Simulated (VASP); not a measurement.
Input of a VASP 6.6.1 run:

The input POSCAR:

```
CdF2
1.0
    3.6395936047      0.0000000000      0.0000000000
   -1.8197968024      3.1519805211      0.0000000000
    0.0000000000      0.0000000000      6.7648876738
Cd F
2 4
Direct
    0.3333333333      0.6666666667      0.6165738387
    0.6666666667      0.3333333333      0.1165738387
    0.6666666667      0.3333333333      0.7567664340
    0.3333333333      0.6666666667      0.2567664340
    0.0000000000      0.0000000000      0.0016617272
    0.0000000000      0.0000000000      0.5016617272
```

Contents of INCAR.step1:

```
PREC = Accurate ; ENCUT = 520
ISMEAR = -1 ; SIGMA = 0.03
LREAL = F ; LASPH = T
NELM = 60 ; NBANDS = 35
GGA = PE ; ALGO = Normal
EDIFF = 1E-4 ; LWAVE = T
LCHARG = F
```

INCAR.step2

```
PREC = Accurate ; ENCUT = 520
EDIFF = 1E-6 ; ISMEAR = -1
SIGMA = 0.03 ; LREAL = F
LASPH = T ; NELM = 60
ALGO = Normal ; ISIF = 2
LWAVE = F ; LCHARG = T
METAGGA = R2SCAN ; LMIXTAU = T
LUSE_VDW = T ; IVDW_NL = 2
BPARAM = 11.95 ; CPARAM = 0.0093
LELF = T ; LVHAR = T
NBANDS = 35 ; ISTART = 1
```

Contents of KPOINTS:

```
Automatic mesh
0
Gamma
  12 12 4
```

Potentials or basis: VASP PAW PBE potentials, release 64 (Cd, F).

The run is started by

```console
$ cat potpaw_PBE.64/Cd/POTCAR potpaw_PBE.64/F/POTCAR > POTCAR
$ cp INCAR.step1 INCAR
$ mpirun -np 1 vasp_std > vasp.out
$ cp INCAR.step2 INCAR
$ mpirun -np 1 vasp_std > vasp.out
```

Question: Predict the largest force.

Answer: 0.084 eV/Å.

Question: Predict the band gap on the k mesh.

Answer: 3.42 eV (least direct gap 3.54 eV).

Stress tensor (GPa, compression positive):
```
1.57 0.00 0.00
0.00 1.57 0.00
0.00 0.00 0.66
```

Caveat: the PAW data sets were made with another functional, which shifts forces and pressure a little. A k mesh can miss the band edges.
